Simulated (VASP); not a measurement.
# CsMo3P (P6/mmm) in VASP: further runs

The runs below take CsMo3P through single point, with PBE.

Everything below comes from runs of VASP 6.6.1. Logs are shortened: lines on timing, memory, paths and dates and some standing lists are left out, and cuts for length are marked.

## (1) The cell of the first run

The structure is hexagonal, space group P6/mmm (No. 191). Conventional cell: a = 5.455 Å, b = 5.455 Å, c = 5.684 Å, α = 90.00°, β = 90.00°, γ = 120.00°. Within 3.6 Å of Cs (site symmetry 6/mmm) lie 6 Mo at 2.73 Å and 2 P at 2.84 Å. Mo (site symmetry mmm) has 2 Cs at 2.73 Å and 4 Mo at 2.73 Å within 3.6 Å. Within 3.7 Å of P (site symmetry 6/mmm) lie 2 Cs at 2.84 Å.

## (2) Single point, PBE

INCAR

```
SYSTEM = CsMo3P
ALGO = Normal
EDIFF = 1E-6
ENCUT = 520
GGA = PE
ISIF = 2
ISMEAR = 0
LASPH = .True.
LCHARG = .True.
LELF = .True.
LREAL = .False.
LVHAR = .True.
LWAVE = .False.
NBANDS = 36
NELM = 100
PREC = Accurate
SIGMA = 0.1
```

KPOINTS

```
k-points
0
Gamma
  6 6 4
  0 0 0
```

POSCAR

```
CsMo3P
1.0
    5.4550120357      0.0000000000      0.0000000000
   -2.7275060179      4.7241790009      0.0000000000
    0.0000000000      0.0000000000      5.6838187916
Cs Mo P
1 3 1
Direct
    0.0000000000      0.0000000000      0.5000000000
    0.5000000000      0.0000000000      0.5000000000
    0.0000000000      0.5000000000      0.5000000000
    0.5000000000      0.5000000000      0.5000000000
    0.0000000000      0.0000000000      0.0000000000
```

Potentials or basis: VASP PAW PBE potentials, release 64 (Cs_sv, Mo_sv, P).

On the command line:

```
$ cat potpaw_PBE.64/Cs_sv/POTCAR potpaw_PBE.64/Mo_sv/POTCAR potpaw_PBE.64/P/POTCAR > POTCAR
$ mpirun -np 1 vasp_std > vasp.out
```

OUTCAR:

```text
SYSTEM = CsMo3P
   EDIFF = 1E-6
   ENCUT = 520
   GGA = PE
   ISIF = 2
   ISMEAR = 0
   LASPH = .True.
   LREAL = .False.
   NELM = 100
   PREC = Accurate

 ion  position               nearest neighbor table
   1  0.000  0.000  0.500-   2 2.73   2 2.73   4 2.73   4 2.73   3 2.73   3 2.73   5 2.84   5 2.84

   2  0.500  0.000  0.500-   1 2.73   1 2.73   3 2.73   3 2.73   4 2.73   4 2.73
   3  0.000  0.500  0.500-   4 2.73   4 2.73   2 2.73   2 2.73   1 2.73   1 2.73
   4  0.500  0.500  0.500-   3 2.73   3 2.73   1 2.73   1 2.73   2 2.73   2 2.73
   5  0.000  0.000  0.000-   1 2.84   1 2.84

  LATTYP: Found a hexagonal cell.
 ALAT       =     5.4550120357
 C/A-ratio  =     1.0419443173

  Lattice vectors:

 A1 = (   5.4550120357,   0.0000000000,   0.0000000000)
 A2 = (  -2.7275060179,   4.7241790009,   0.0000000000)
 A3 = (   0.0000000000,   0.0000000000,   5.6838187916)

Analysis of symmetry for initial positions (statically):
=====================================================================
 Subroutine PRICEL returns:
 Original cell was already a primitive cell.

 Routine SETGRP: Setting up the symmetry group for a
 hexagonal supercell.

 Subroutine GETGRP returns: Found 24 space group operations
 (whereof 24 operations were pure point group operations)
 out of a pool of 24 trial point group operations.

The static configuration has the point symmetry D_6h.

Analysis of symmetry for dynamics (positions and initial velocities):
=====================================================================
 Subroutine PRICEL returns:
 Original cell was already a primitive cell.

 Routine SETGRP: Setting up the symmetry group for a
 hexagonal supercell.

 Subroutine GETGRP returns: Found 24 space group operations
 (whereof 24 operations were pure point group operations)
 out of a pool of 24 trial point group operations.

The dynamic configuration has the point symmetry D_6h.

 Subroutine INISYM returns: Found 24 space group operations
 (whereof 24 operations are pure point group operations),
 and found     1 'primitive' translations

----------------------------------------------------------------------------------------

                                     Primitive cell

  volume of cell :     146.4746

  direct lattice vectors                    reciprocal lattice vectors
     5.455012036  0.000000000  0.000000000     0.183317652  0.105838496  0.000000000
    -2.727506018  4.724179001  0.000000000     0.000000000  0.211676992  0.000000000
     0.000000000  0.000000000  5.683818792     0.000000000  0.000000000  0.175938051

  length of vectors
     5.455012036  5.455012036  5.683818792     0.211676992  0.211676992  0.175938051

  position of ions in fractional coordinates (direct lattice)
     0.000000000  0.000000000  0.500000000
     0.500000000  0.000000000  0.500000000
     0.000000000  0.500000000  0.500000000
     0.500000000  0.500000000  0.500000000
     0.000000000  0.000000000  0.000000000

  ion indices of the primitive-cell ions
   primitive index   ion index
                 1           1
                 2           2
                 3           3
                 4           4
                 5           5

----------------------------------------------------------------------------------------

 KPOINTS: k-points

Automatic generation of k-mesh.
 Grid dimensions read from file:
 generate k-points for:    6    6    4

 Generating k-lattice:

  Cartesian coordinates                     Fractional coordinates (reciprocal lattice)
     0.030552942  0.017639749  0.000000000     0.166666667  0.000000000  0.000000000
     0.000000000  0.035279499  0.000000000     0.000000000  0.166666667  0.000000000
     0.000000000  0.000000000  0.043984513     0.000000000  0.000000000  0.250000000

  Length of vectors
     0.035279499  0.035279499  0.043984513

  Shift w.r.t. Gamma in fractional coordinates (k-lattice)
     0.000000000  0.000000000  0.000000000

 Subroutine IBZKPT returns following result:
 ===========================================

 Found     21 irreducible k-points:

 Following reciprocal coordinates:
            Coordinates               Weight
  0.000000  0.000000  0.000000      1.000000
  0.166667  0.000000  0.000000      6.000000
  0.333333 -0.000000  0.000000      6.000000
  0.500000  0.000000  0.000000      3.000000
  0.166667  0.166667  0.000000      6.000000
  0.333333  0.166667  0.000000     12.000000
[... 13 lines left out ...]
  0.333333  0.166667  0.500000     12.000000
  0.333333  0.333333  0.500000      2.000000
   k-points           NKPTS =     21   k-points in BZ     NKDIM =     21   number of bands    NBANDS=     36
   number of dos      NEDOS =    301   number of ions     NIONS =      5
   total plane-waves  NPLWV =  74088
   dimension x,y,z NGX =    42 NGY =   42 NGZ =   42
   dimension x,y,z NGXF=    84 NGYF=   84 NGZF=   84
   ions per type =               1   3   1
   NGX,Y,Z   is equivalent  to a cutoff of  12.80, 12.80, 12.28 a.u.
   NGXF,Y,Z  is equivalent  to a cutoff of  25.60, 25.60, 24.57 a.u.
 SYSTEM =  CsMo3P
   PREC   = accura    normal or accurate (medium, high low for compatibility)
   ISTART =      0    job   : 0-new  1-cont  2-samecut
   ICHARG =      2    charge: 1-file 2-atom 10-const
   ISPIN  =      1    spin polarized calculation?
   LNONCOLLINEAR =      F non collinear calculations
   LSORBIT =      F    spin-orbit coupling
   LASPH  =      T    aspherical Exc in radial PAW
   ENCUT  =  520.0 eV  38.22 Ry    6.18 a.u.  10.14 10.14 10.57*2*pi/ulx,y,z
   NELM   =    100;   NELMIN=  2; NELMDL= -5     # of ELM steps
   EDIFF  = 0.1E-05   stopping-criterion for ELM
   LREAL  =      F    real-space projection
   EDIFFG = 0.1E-04   stopping-criterion for IOM
   NSW    =      0    number of steps for IOM
   IBRION =     -1    ionic relax: 0-MD 1-quasi-New 2-CG
   NFREE  =      0    steps in history (QN), initial steepest desc. (CG)
   ISIF   =      2    stress and relaxation
   ISYM   =      2    0-nonsym 1-usesym 2-fastsym
   POTIM  = 0.5000    time-step for ionic-motion
   TEBEG  =    0.0;   TEEND  =   0.0 temperature during run
   PSTRESS=    0.0 pullay stress
   NELECT =      56.0000    total number of electrons
   NUPDOWN=      -1.0000    fix difference up-down
   EMIN   =  10.00;   EMAX   =-10.00  energy-range for DOS
   EFERMI =   0.00;   METHOD = LEGACY
   ISMEAR =     0;   SIGMA  =   0.10  broadening in eV -4-tet -1-fermi 0-gaus
   EFERMI_NEDOS =   21; number of points for ismear=-14 and -15
   IALGO  =     38    algorithm
   IMIX   =      4    mixing-type and parameters
     AMIX     =   0.40;   BMIX     =  1.00
     AMIX_MAG =   1.60;   BMIX_MAG =  1.00
  volume/ion in A,a.u.               =      29.29       197.69
  Fermi-wavevector in a.u.,A,eV,Ry     =   1.188183  2.245341 19.208424  1.411779
  Thomas-Fermi vector in A             =   2.324318
   LORBIT       =      0    0 simple, 1 ext, 2 COOP (PROOUT), +10 PAW based schemes
   GGA     = PE    functional components
   LHFCALC =     F    Hartree Fock is set to
   AEXX    =    0.0000 exact exchange contribution
   IVDW    =     0    specifies the selected vdW correction
   LEPSILON=     F    determine dielectric tensor
   LRPA    =     F    only Hartree local field effects (RPA)
 non-spin polarized calculation
 Gauss-broadening in eV      SIGMA  =   0.10
  energy-cutoff  :      520.00
  volume of cell :      146.47
 maximum number of plane-waves:      3987
 NGX is ok and might be reduce to    42
   NGX = 21   NGY = 21   NGZ = 21

 number of electron      56.0000005 magnetization

 Free energy of the ion-electron system (eV)
  ---------------------------------------------------
  ext. energy  EPLUGINS =         0.00000000
  ---------------------------------------------------
  free energy    TOTEN  =       -23.60470793 eV

  energy without entropy =      -23.55924328  energy(sigma->0) =      -23.58197561

 E-fermi :   4.0473     XC(G=0):  -9.2765

 val. band max:        4.0361148937   @ k =   0.3333   0.1667   0.2500
 cond. band min:       4.0473654012   @ k =   0.1667   0.1667   0.2500
 fundamental gap:      0.0112505075
 Fermi energy:         4.0473341276

 k-point     1 :       0.0000    0.0000    0.0000
  band No.  band energies     occupation
      1     -56.8973      2.00000
      2     -56.7255      2.00000
      3     -56.7255      2.00000
      4     -31.5863      2.00000
      5     -31.2964      2.00000
      6     -31.2964      2.00000
[... 28 lines left out ...]
     35       6.0959      0.00000
     36       7.1968      0.00000

 k-point     2 :       0.1667    0.0000    0.0000
  band No.  band energies     occupation
      1     -56.8872      2.00000
      2     -56.7358      2.00000
      3     -56.7255      2.00000
      4     -31.5276      2.00000
      5     -31.2875      2.00000
      6     -31.2516      2.00000
[... 28 lines left out ...]
     35       6.0351      0.00000
     36       6.3767      0.00000

 k-point     3 :       0.3333   -0.0000    0.0000
  band No.  band energies     occupation
      1     -56.8613      2.00000
      2     -56.7623      2.00000
      3     -56.7255      2.00000
      4     -31.4210      2.00000
      5     -31.2069      2.00000
      6     -31.1300      2.00000
[... 28 lines left out ...]
     35       5.7031      0.00000
     36       6.0010      0.00000
[... 625 lines left out ...]
 k-point    20 :       0.3333    0.1667    0.5000
  band No.  band energies     occupation
      1     -56.8405      2.00000
      2     -56.7834      2.00000
      3     -56.7256      2.00000
      4     -31.3390      2.00000
      5     -31.1798      2.00000
      6     -30.9806      2.00000
[... 28 lines left out ...]
     35       5.7702      0.00000
     36       5.9979      0.00000

 k-point    21 :       0.3333    0.3333    0.5000
  band No.  band energies     occupation
      1     -56.8120      2.00000
      2     -56.8120      2.00000
      3     -56.7256      2.00000
      4     -31.1956      2.00000
      5     -31.1577      2.00000
      6     -31.1577      2.00000
[... 28 lines left out ...]
     35       5.5102      0.00000
     36       6.1162      0.00000

------------------------ aborting loop because EDIFF is reached ----------------------------------------

  FORCE on cell =-STRESS in cart. coord.  units (eV):
  Direction    XX          YY          ZZ          XY          YZ          ZX
  --------------------------------------------------------------------------------------
  -------------------------------------------------------------------------------------
  Total        1.4033236      1.4033236      0.6085636     -0.0000000     -0.0000000      0.0000000
  in kB       15.3499200     15.3499200      6.6566274     -0.0000000     -0.0000000      0.0000000
  external PRESSURE =      12.4521558 kB  Pullay stress =       0.0000000 kB

 VOLUME and BASIS-vectors are now :
 -----------------------------------------------------------------------------
  energy-cutoff  :      520.00
  volume of cell :      146.47
      direct lattice vectors                 reciprocal lattice vectors
     5.455012036  0.000000000  0.000000000     0.183317652  0.105838496  0.000000000
    -2.727506018  4.724179001  0.000000000     0.000000000  0.211676992  0.000000000
     0.000000000  0.000000000  5.683818792     0.000000000  0.000000000  0.175938051

 POSITION                                       TOTAL-FORCE (eV/Angst)
 -----------------------------------------------------------------------------------
      0.00000      0.00000      2.84191        -0.000000      0.000000      0.000000
      2.72751      0.00000      2.84191        -0.000000      0.000000      0.000000
     -1.36375      2.36209      2.84191         0.000000      0.000000      0.000000
      1.36375      2.36209      2.84191        -0.000000      0.000000      0.000000
      0.00000      0.00000      0.00000        -0.000000      0.000000      0.000000
 -----------------------------------------------------------------------------------
    total drift:                                0.000000     -0.000000     -0.000000

  FREE ENERGIE OF THE ION-ELECTRON SYSTEM (eV)
  ---------------------------------------------------
  free  energy   TOTEN  =       -23.6047079319 eV

  energy  without entropy=      -23.5592432830  energy(sigma->0) =      -23.58197561
```

Run time: 2.5 min. Hardware: 1 thread of Intel Xeon Platinum 8259CL at 2.50GHz (Skylake/Cascade Lake), shared host; peak memory 0.31 GiB.

Results:

```yaml
Free_energy: -23.6047 eV
Pressure: 1.2 GPa
Band_gap_on_the_k_mesh: zero (band 28 reaches 4.36 eV, above the bottom of band 29 at 3.82 eV)
```

Levels at points of the mesh, in eV from the Fermi level:
| k point | band 25 | band 26 | band 27 | band 28 | band 29 | band 30 |
| --- | --- | --- | --- | --- | --- | --- |
| (0.00, 0.00, 0.00) | -1.15 | -0.35 | -0.35 | 0.31 | 0.31 | 0.72 |
| (0.50, 0.00, 0.00) | -0.84 | -0.79 | -0.79 | -0.41 | -0.10 | -0.04 |
| (0.00, 0.00, 0.50) | -1.21 | 0.16 | 0.31 | 0.31 | 0.32 | 0.32 |
| (0.50, 0.00, 0.50) | -1.02 | -0.73 | -0.49 | -0.48 | -0.10 | -0.07 |

Caveat: spin-orbit coupling is left out, which moves the levels of the heavy elements.

## (3) Single point, PBE

This run uses another cell than the first one, of 24.09 Å³/atom, 0.822 times its volume.

INCAR

```
SYSTEM = CsMo3P
  PREC = Accurate
  ENCUT = 520
  EDIFF = 1E-7
  ISMEAR = 0
  SIGMA = 0.1
  LREAL = .False.
  LASPH = .True.
  NELM = 80
  ALGO = Normal
  ISIF = 2
  LWAVE = .False.
  LCHARG = .False.
  GGA = PE
  NBANDS = 36
```

KPOINTS

```
Automatic mesh
0
Gamma
  6 6 4
  0 0 0
```

POSCAR, as its differences from that of step 2:

```diff
@@ -2,5 +2,5 @@
 1.0
-    5.4550120357      0.0000000000      0.0000000000
-   -2.7275060179      4.7241790009      0.0000000000
-    0.0000000000      0.0000000000      5.6838187916
+    5.3875387800      0.0000000000      0.0000000000
+   -2.6937693900      4.6657454500      0.0000000000
+    0.0000000000      0.0000000000      4.7909067300
 Cs Mo P
```

Potentials or basis: VASP PAW PBE potentials, release 64 (Cs_sv, Mo_sv, P).

On the command line:

```
$ cat potpaw_PBE.64/Cs_sv/POTCAR potpaw_PBE.64/Mo_sv/POTCAR potpaw_PBE.64/P/POTCAR > POTCAR
$ mpirun -np 1 vasp_std > vasp.out
```

OUTCAR:

```text
SYSTEM = CsMo3P
   PREC = Accurate
   ENCUT = 520
   EDIFF = 1E-7
   ISMEAR = 0
   LREAL = .False.
   LASPH = .True.
   NELM = 80
   ISIF = 2
   GGA = PE

 ion  position               nearest neighbor table
   1  0.000  0.000  0.500-   5 2.40   5 2.40   2 2.69   2 2.69   4 2.69   3 2.69   3 2.69   4 2.69

   2  0.500  0.000  0.500-   1 2.69   1 2.69   4 2.69   4 2.69   3 2.69   3 2.69
   3  0.000  0.500  0.500-   4 2.69   4 2.69   1 2.69   1 2.69   2 2.69   2 2.69
   4  0.500  0.500  0.500-   3 2.69   3 2.69   1 2.69   2 2.69   2 2.69   1 2.69
   5  0.000  0.000  0.000-   1 2.40   1 2.40

  LATTYP: Found a hexagonal cell.
 ALAT       =     5.3875387800
 C/A-ratio  =     0.8892570292

  Lattice vectors:

 A1 = (   5.3875387800,   0.0000000000,   0.0000000000)
 A2 = (  -2.6937693900,   4.6657454500,   0.0000000000)
 A3 = (   0.0000000000,   0.0000000000,   4.7909067300)

Analysis of symmetry for initial positions (statically):
=====================================================================
 Subroutine PRICEL returns:
 Original cell was already a primitive cell.

[... 172 lines left out ...]

 val. band max:        6.0573218892   @ k =   0.3333   0.0000   0.5000
 cond. band min:       6.0962041254   @ k =   0.3333   0.1667   0.0000
 fundamental gap:      0.0388822362
 Fermi energy:         6.0686828519

 k-point     1 :       0.0000    0.0000    0.0000
  band No.  band energies     occupation
      1     -54.8775      2.00000
      2     -54.6790      2.00000
      3     -54.6790      2.00000
      4     -29.6349      2.00000
      5     -29.3526      2.00000
      6     -29.3526      2.00000
[... 808 lines left out ...]
     35       7.5921      0.00000
     36       8.2195      0.00000

------------------------ aborting loop because EDIFF is reached ----------------------------------------

  FORCE on cell =-STRESS in cart. coord.  units (eV):
  Direction    XX          YY          ZZ          XY          YZ          ZX
  --------------------------------------------------------------------------------------
  -------------------------------------------------------------------------------------
  Total        4.3622006      4.3622006     12.9771144      0.0000000      0.0000000      0.0000000
  in kB       58.0346077     58.0346078    172.6472039      0.0000000      0.0000000      0.0000000
  external PRESSURE =      96.2388064 kB  Pullay stress =       0.0000000 kB

 VOLUME and BASIS-vectors are now :
 -----------------------------------------------------------------------------
  energy-cutoff  :      520.00
  volume of cell :      120.43
      direct lattice vectors                 reciprocal lattice vectors
     5.387538780  0.000000000  0.000000000     0.185613513  0.107164012  0.000000000
    -2.693769390  4.665745450  0.000000000     0.000000000  0.214328023  0.000000000
     0.000000000  0.000000000  4.790906730     0.000000000  0.000000000  0.208728756

 POSITION                                       TOTAL-FORCE (eV/Angst)
 -----------------------------------------------------------------------------------
      0.00000      0.00000      2.39545         0.000000      0.000000      0.000000
      2.69377      0.00000      2.39545         0.000000      0.000000      0.000000
     -1.34688      2.33287      2.39545         0.000000      0.000000      0.000000
      1.34688      2.33287      2.39545        -0.000000      0.000000      0.000000
      0.00000      0.00000      0.00000         0.000000      0.000000      0.000000
 -----------------------------------------------------------------------------------
    total drift:                               -0.000000      0.000000     -0.000000

  FREE ENERGIE OF THE ION-ELECTRON SYSTEM (eV)
  ---------------------------------------------------
  free  energy   TOTEN  =       -22.6086603324 eV

  energy  without entropy=      -22.5658919588  energy(sigma->0) =      -22.58727615
```

It took 88 s on 1 thread of Intel Xeon Platinum 8259CL at 2.50GHz (Skylake/Cascade Lake), shared host; peak memory 0.27 GiB.

Results:

| Property | Result |
| --- | --- |
| Free energy | -22.6087 eV |
| Pressure | 9.6 GPa |
| Band gap on the k mesh | zero (band 28 reaches 6.43 eV, above the bottom of band 29 at 5.68 eV) |

Stress tensor (GPa, compression positive):
```
 5.80  0.00  0.00
 0.00  5.80  0.00
 0.00  0.00 17.26
```

Levels at points of the mesh, in eV from the Fermi level:
```
           k point  band 24  band 25  band 26  band 27  band 28  band 29  band 30  band 31  band 32  band 33
(0.00, 0.00, 0.00)    -1.89    -1.30    -0.90    -0.90     0.24     0.24     0.41     0.41     1.37     2.16
(0.50, 0.00, 0.00)    -1.48    -1.43    -0.88    -0.81    -0.59    -0.39    -0.09     0.86     1.35     1.45
(0.00, 0.00, 0.50)    -2.84    -0.89     0.25     0.25     0.29     0.47     0.47     0.74     1.15     1.15
(0.50, 0.00, 0.50)    -1.47    -0.96    -0.86    -0.66    -0.25    -0.24    -0.21     0.68     0.76     0.81
```

Caveat: spin-orbit coupling is left out, which moves the levels of the heavy elements.
